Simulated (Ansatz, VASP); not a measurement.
# One calculation of Be3Hg, two programs

```
Be Hg
1.0
     3.59842    0.00000    0.00000
     0.00000    3.59842    0.00000
     0.00000    0.00000    3.59842
Be Hg
3 1
Cartesian
  0.0000 1.7992 1.7992
  1.7992 0.0000 1.7992
  1.7992 1.7992 0.0000
  0.0000 0.0000 0.0000
```

Alike in both runs: functional PBE; k mesh 14 × 14 × 14; occupations gaussian, width 0.1 eV; no spin polarisation.

Ansatz relaxed the structure, and its values are those at the end. VASP's run is a single point on that final structure, the one shown.

|  | VASP | Ansatz |
| --- | --- | --- |
| version | VASP 6.6.1 | Ansatz 0.2.0 |
| potentials or method | VASP PAW PBE potentials, release 64 (Be, Hg), cutoff 520 eV | scalar-relativistic, plane waves, PAW |
| valence electrons in the cell | 18 | 26 |

Ansatz gave:

- gap on the k mesh at the Fermi level (eV): none
- pressure (GPa): 0.0

Task: Estimate VASP's values.

Result: gap on the k mesh at the Fermi level (eV): none; pressure (GPa): 0.4.

A gap of «none» marks a metal or a gap that the smearing closes. VASP's potentials hold 18 valence electrons a cell and Ansatz's 26, so a difference there can come from the potentials and not from the codes.

Spin-orbit coupling is off throughout.
